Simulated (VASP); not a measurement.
Write the native input for VASP 6.6.1 that does the following.

| Item | Value |
| --- | --- |
| Task | single point |
| Functional | PBE |
| Potentials or basis | VASP PAW PBE potentials, release 64 (Mg, Cd, O) |
| Cutoff | 520 eV |
| k mesh | 16 × 16 × 16 |
| Occupations | gaussian, width 0.01 eV |
| Spin | no spin polarisation |
| Dipole correction | no |
| Further INCAR settings | ALGO = Normal; EDIFF = 1e-07; NBANDS = 31 |

The structure of MgCd2O3 lies in POSCAR:

```
MgCd2O3
1.0
   -1.6425940025      1.6425940025      6.9236356132
    1.6425940025     -1.6425940025      6.9236356132
    1.6425940025      1.6425940025     -6.9236356132
Mg Cd O
1 2 3
Direct
    0.5000000000      0.5000000000      0.0000000000
    0.8346046151      0.8346046151      0.0000000000
    0.1653953849      0.1653953849      0.0000000000
    0.0000000000      0.0000000000      0.0000000000
    0.6561902049      0.6561902049      0.0000000000
    0.3438097951      0.3438097951      0.0000000000
```

The input as run:

INCAR

```
SYSTEM = MgCd2O3
  PREC = Accurate
  ENCUT = 520
  EDIFF = 1E-7
  ISMEAR = 0
  SIGMA = 0.01
  LREAL = .FALSE.
  LASPH = .TRUE.
  NELM = 100
  ALGO = Normal
  ISIF = 2
  LWAVE = .FALSE.
  LCHARG = .FALSE.
  GGA = PE
  NBANDS = 31
```

KPOINTS

```
regular mesh
0
G
  16 16 16
  0 0 0
```

Potentials or basis: VASP PAW PBE potentials, release 64 (Mg, Cd, O).

Run with:

```console
$ cat potpaw_PBE.64/Mg/POTCAR potpaw_PBE.64/Cd/POTCAR potpaw_PBE.64/O/POTCAR > POTCAR
$ mpirun -np 1 vasp_std > vasp.out
```

It gave:

The pressure is 0.9 GPa and the largest force is 0.043 eV/Å. The band gap on the k mesh is 0.28 eV (least direct gap 1.16 eV).

Caveat: semilocal functionals underestimate gaps, and a narrow one can read as zero.

Wall time 56 min on 1 thread of Intel(R) Xeon(R) Platinum 8559C (Emerald Rapids) (shared host), peak memory 0.95 GiB.
